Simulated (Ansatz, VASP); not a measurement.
**SiO2 in VASP and in Ansatz**

INCAR

```
SYSTEM = SiO2
PREC = Accurate
ENCUT = 520
EDIFF = 1E-6
ISMEAR = 0
SIGMA = 0.02
LREAL = Auto
LASPH = .True.
NELM = 100
ALGO = Normal
ISIF = 2
LWAVE = .False.
LCHARG = .False.
GGA = CA
NBANDS = 82
```

Contents of KPOINTS:

```
Automatic mesh
0
Gamma
  6 4 4
  0 0 0
```

File POSCAR:

```
SiO2
1.0
    4.9250331706      0.0000000000      0.0000000000
    0.0000000000      8.7368390117      0.0000000000
    0.0000000000      0.0000000000      8.5751231425
Si O
8 16
Direct
    0.9324151960      0.1718324129      0.1834776664
    0.0675848040      0.8281675871      0.1834776664
    0.4324151960      0.3281675871      0.3165223336
    0.9324151960      0.1718324129      0.8165223336
    0.0675848040      0.8281675871      0.8165223336
    0.4324151960      0.3281675871      0.6834776664
    0.5675848040      0.6718324129      0.3165223336
    0.5675848040      0.6718324129      0.6834776664
    0.0126557350      0.8104269769      0.0000000000
    0.5000000000      0.5000000000      0.2621774317
    0.5126557350      0.6895730231      0.5000000000
    0.9873442650      0.1895730231      0.0000000000
    0.1199093766      0.2905935517      0.7218979543
    0.8800906234      0.7094064483      0.7218979543
    0.0000000000      0.0000000000      0.7621774317
    0.6199093766      0.2094064483      0.2218979543
    0.3800906234      0.7905935517      0.2218979543
    0.5000000000      0.5000000000      0.7378225683
    0.3800906234      0.7905935517      0.7781020457
    0.1199093766      0.2905935517      0.2781020457
    0.6199093766      0.2094064483      0.7781020457
    0.4873442650      0.3104269769      0.5000000000
    0.0000000000      0.0000000000      0.2378225683
    0.8800906234      0.7094064483      0.2781020457
```

Input for Ansatz:

```yaml
crystal:
  lattice:
    - [4.9250331706, 0.0, 0.0]
    - [0.0, 8.7368390117, 0.0]
    - [0.0, 0.0, 8.5751231425]
  atoms:
    - { symbol: Si, position: [0.932415196, 0.1718324129, 0.1834776664] }
    - { symbol: Si, position: [0.067584804, 0.8281675871, 0.1834776664] }
    - { symbol: Si, position: [0.432415196, 0.3281675871, 0.3165223336] }
    - { symbol: Si, position: [0.932415196, 0.1718324129, 0.8165223336] }
    - { symbol: Si, position: [0.067584804, 0.8281675871, 0.8165223336] }
    - { symbol: Si, position: [0.432415196, 0.3281675871, 0.6834776664] }
    - { symbol: Si, position: [0.567584804, 0.6718324129, 0.3165223336] }
    - { symbol: Si, position: [0.567584804, 0.6718324129, 0.6834776664] }
    - { symbol: O, position: [0.012655735, 0.8104269769, 0.0] }
    - { symbol: O, position: [0.5, 0.5, 0.2621774317] }
    - { symbol: O, position: [0.512655735, 0.6895730231, 0.5] }
    - { symbol: O, position: [0.987344265, 0.1895730231, 0.0] }
    - { symbol: O, position: [0.1199093766, 0.2905935517, 0.7218979543] }
    - { symbol: O, position: [0.8800906234, 0.7094064483, 0.7218979543] }
    - { symbol: O, position: [0.0, 0.0, 0.7621774317] }
    - { symbol: O, position: [0.6199093766, 0.2094064483, 0.2218979543] }
    - { symbol: O, position: [0.3800906234, 0.7905935517, 0.2218979543] }
    - { symbol: O, position: [0.5, 0.5, 0.7378225683] }
    - { symbol: O, position: [0.3800906234, 0.7905935517, 0.7781020457] }
    - { symbol: O, position: [0.1199093766, 0.2905935517, 0.2781020457] }
    - { symbol: O, position: [0.6199093766, 0.2094064483, 0.7781020457] }
    - { symbol: O, position: [0.487344265, 0.3104269769, 0.5] }
    - { symbol: O, position: [0.0, 0.0, 0.2378225683] }
    - { symbol: O, position: [0.8800906234, 0.7094064483, 0.2781020457] }
basis:
  ecutwfc: 420
kpoints:
  mp_grid: { grid: [6, 4, 4] }
  band_path:
    path:
      - [[0.0, 0.0, 0.0], [0.5, 0.0, 0.0], [0.5, 0.5, 0.0], [0.0, 0.5, 0.0], [0.0, 0.0, 0.0], [0.0, 0.0, 0.5], [0.5, 0.0, 0.5], [0.5, 0.5, 0.5], [0.0, 0.5, 0.5], [0.0, 0.0, 0.5]]
      - [[0.5, 0.0, 0.0], [0.5, 0.0, 0.5]]
      - [[0.0, 0.5, 0.0], [0.0, 0.5, 0.5]]
      - [[0.5, 0.5, 0.0], [0.5, 0.5, 0.5]]
    npoints: 10
hamiltonian:
  xc: lda
scf:
  occupations: { method: gaussian, width: 0.02 }
  n_extra_bands: 60
output:
  forces: true
  stress: true
  eigenvalues: true
  populations: true
  dos: { projected: true, de: 0.02, nscf_kmesh: { grid: [9, 6, 6] } }
  bader: false
  write_density: true
  write_potential: true
  elf: true
  volumetric_format: npy
```

Alike in both runs: task single point; functional LDA; k mesh 6 × 4 × 4; occupations gaussian, width 0.02 eV; no spin polarisation.

|  | VASP | Ansatz |
| --- | --- | --- |
| version | VASP 6.6.1 | Ansatz 0.2.0 |
| potentials or method | VASP PAW LDA potentials, release 64 (Si, O), cutoff 520 eV | scalar-relativistic, plane waves, PAW |
| valence electrons in the cell | 128 | 128 |

VASP gave:

* gap on the k mesh at the Fermi level (eV): 5.56
* least direct gap on the mesh (eV): 5.61
* pressure (GPa): 0.5
* rms of the force components (eV/Å): 0.012

Q: Which values does Ansatz return?

A: gap on the k mesh at the Fermi level (eV): 5.56; least direct gap on the mesh (eV): 5.61; pressure (GPa): 0.0; rms of the force components (eV/Å): 0.000.

LDA's correlation is that of Perdew and Zunger in VASP and of Perdew and Wang (1992) in Ansatz. Atom by atom the forces differ by 0.012 eV/Å (rms over components).
